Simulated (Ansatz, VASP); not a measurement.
KBaCeBiO6 in VASP and in Ansatz

File INCAR:

```
ALGO = Normal ; EDIFF = 1E-6
ENCUT = 600 ; GGA = PE
GGA_COMPAT = False ; ISIF = 2
ISMEAR = 0 ; LASPH = True
LCHARG = False ; LDAU = True
LDAUJ = 0 0 0 0 0 ; LDAUL = -1 -1 3 -1 1
LDAUPRINT = 1 ; LDAUTYPE = 2
LDAUU = 0 0 5 0 5.5 ; LMAXMIX = 6
LREAL = False ; LWAVE = False
NBANDS = 52 ; NELM = 200
PREC = Accurate ; SIGMA = 0.1
```

The input KPOINTS:

```
k-points
0
Gamma
  4 4 4
```

POSCAR

```
KBaCeBiO6
1.0
    0.0000000000      4.3784821000      4.3784821000
    4.3784821000      0.0000000000      4.3784821000
    4.3784821000      4.3784821000      0.0000000000
Ba Bi Ce K O
1 1 1 1 6
Direct
    0.7500000000      0.7500000000      0.7500000000
    0.0000000000      0.0000000000      0.0000000000
    0.5000000000      0.5000000000      0.5000000000
    0.2500000000      0.2500000000      0.2500000000
    0.7546644600      0.2453355400      0.2453355400
    0.2453355400      0.7546644600      0.7546644600
    0.2453355400      0.7546644600      0.2453355400
    0.7546644600      0.2453355400      0.7546644600
    0.2453355400      0.2453355400      0.7546644600
    0.7546644600      0.7546644600      0.2453355400
```

Input for Ansatz:

```yaml
crystal:
  lattice:
    - [0.0, 4.3784821, 4.3784821]
    - [4.3784821, 0.0, 4.3784821]
    - [4.3784821, 4.3784821, 0.0]
  atoms:
    - { symbol: Ba, position: [0.75, 0.75, 0.75] }
    - { symbol: Bi, position: [0.0, 0.0, 0.0] }
    - { symbol: Ce, position: [0.5, 0.5, 0.5] }
    - { symbol: K, position: [0.25, 0.25, 0.25] }
    - { symbol: O, position: [0.75466446, 0.24533554, 0.24533554] }
    - { symbol: O, position: [0.24533554, 0.75466446, 0.75466446] }
    - { symbol: O, position: [0.24533554, 0.75466446, 0.24533554] }
    - { symbol: O, position: [0.75466446, 0.24533554, 0.75466446] }
    - { symbol: O, position: [0.24533554, 0.24533554, 0.75466446] }
    - { symbol: O, position: [0.75466446, 0.75466446, 0.24533554] }
basis:
  ecutwfc: 420
kpoints:
  mp_grid: { grid: [4, 4, 4] }
hamiltonian:
  xc: pbe
  hubbard:
    sites: [{ species: Ce, l: f, u_eff: 5.0 }, { species: O, l: p, u_eff: 5.5 }]
scf:
  occupations: { method: gaussian, width: 0.1 }
output:
  forces: true
  stress: true
  eigenvalues: true
```

Alike in both runs: task single point; functional PBE; k mesh 4 × 4 × 4; occupations gaussian, width 0.1 eV; no spin polarisation; Hubbard terms Ce f U = 5.0 eV, O p U = 5.5 eV.

|  | VASP | Ansatz |
| --- | --- | --- |
| version | VASP 6.6.1 | Ansatz 0.2.0 |
| potentials or method | VASP PAW PBE potentials, release 64 (Ba_sv, Bi_d, Ce, K_sv, O), cutoff 600 eV | scalar-relativistic, plane waves, PAW |
| valence electrons in the cell | 82 | 82 |

```csv
,VASP,Ansatz,Ansatz less VASP
gap on the k mesh at the Fermi level (eV),1.68,2.29,+0.611
least direct gap on the mesh (eV),1.71,2.36,+0.645
pressure (GPa),-1.2,-3.1,-1.91
rms of the force components (eV/Å),0.164,0.362,+0.1979
```

The programs project onto different local orbitals, so the same U acts differently, and such runs can settle in different states. Atom by atom the forces differ by 0.198 eV/Å (rms over components).

Spin-orbit coupling is off throughout.
